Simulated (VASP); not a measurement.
Here is a VASP 6.6.1 calculation.

Contents of INCAR:

```
SYSTEM = TiSi2
ALGO     = Normal         ! electronic algorithm
EDIFF    = 1E-6           ! SCF threshold, eV
ENCUT    = 520            ! plane-wave cutoff, eV
ISIF     = 2              ! what is computed and relaxed
ISMEAR   = 0              ! smearing method
LASPH    = .True.         ! aspherical terms in the spheres
LCHARG   = .False.        ! write CHGCAR
LREAL    = .False.        ! projectors in reciprocal space
LWAVE    = .False.        ! write WAVECAR
NBANDS   = 17             ! bands
NELM     = 100            ! most SCF steps
PREC     = Accurate       ! precision mode
SIGMA    = 0.15           ! smearing width, eV
```

The input KPOINTS:

```
k-points
0
Gamma
  18 18 18
  0 0 0
```

File POSCAR:

```
TiSi2
1.0
   -1.4277517468      1.6546906668      4.0625611948
    1.4277517468     -1.6546906668      4.0625611948
    1.4277517468      1.6546906668     -4.0625611948
Ti Si
1 2
Direct
    0.0000000000      0.0000000000      0.0000000000
    0.3309289791      0.3309289791      0.0000000000
    0.6690710209      0.6690710209      0.0000000000
```

Potentials or basis: VASP PAW LDA potentials, release 64 (Ti_sv, Si).

Launch:

```console
$ cat potpaw_LDA.64/Ti_sv/POTCAR potpaw_LDA.64/Si/POTCAR > POTCAR
$ mpirun -np 1 vasp_std > vasp.out
```

Q: Estimate the band gap on the k mesh.

A: Zero (bands 10 and 11 overlap by 2.60 eV).

Q: What does it give for the largest force?

A: 0.058 eV/Å.

Q: Predict the pressure.

A: 9.8 GPa.

Forces on the atoms (eV/Å):
```
Ti   0.000  0.000  0.000
Si   0.000  0.000 -0.058
Si   0.000  0.000  0.058
```

Caveat: the cell stands under pressure.
